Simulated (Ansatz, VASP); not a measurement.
**Two plane-wave programs on ScSiS3**

```
Sc Si S
1.0
     4.51587    0.00000    0.00000
     0.00000    4.51587    0.00000
     0.00000    0.00000    4.51587
Sc Si S
1 1 3
Direct
  0.00000 0.00000 0.00000
  0.50000 0.50000 0.50000
  0.00000 0.50000 0.50000
  0.50000 0.00000 0.50000
  0.50000 0.50000 0.00000
```

Change from the starting cell: species swapped into the CeBRh3 type (Pm-3m, No. 221).

Alike in both runs: functional PBE; k mesh 4 × 4 × 4; occupations gaussian, width 0.1 eV; no spin polarisation.

Ansatz relaxed the structure, and its values are those at the end. VASP's run is a single point on that final structure, the one shown.

```csv
,VASP,Ansatz
version,VASP 6.6.1,Ansatz 0.2.0
potentials or method,"VASP PAW PBE potentials, release 64 (Sc_sv, Si, S), cutoff 520 eV","scalar-relativistic, plane waves, PAW"
valence electrons in the cell,33,33
```

|  | VASP | Ansatz | Ansatz less VASP |
| --- | --- | --- | --- |
| gap on the k mesh at the Fermi level (eV) | none | none | - |
| pressure (GPa) | 0.1 | 0.2 | +0.10 |

A gap of «none» marks a metal or a gap that the smearing closes.
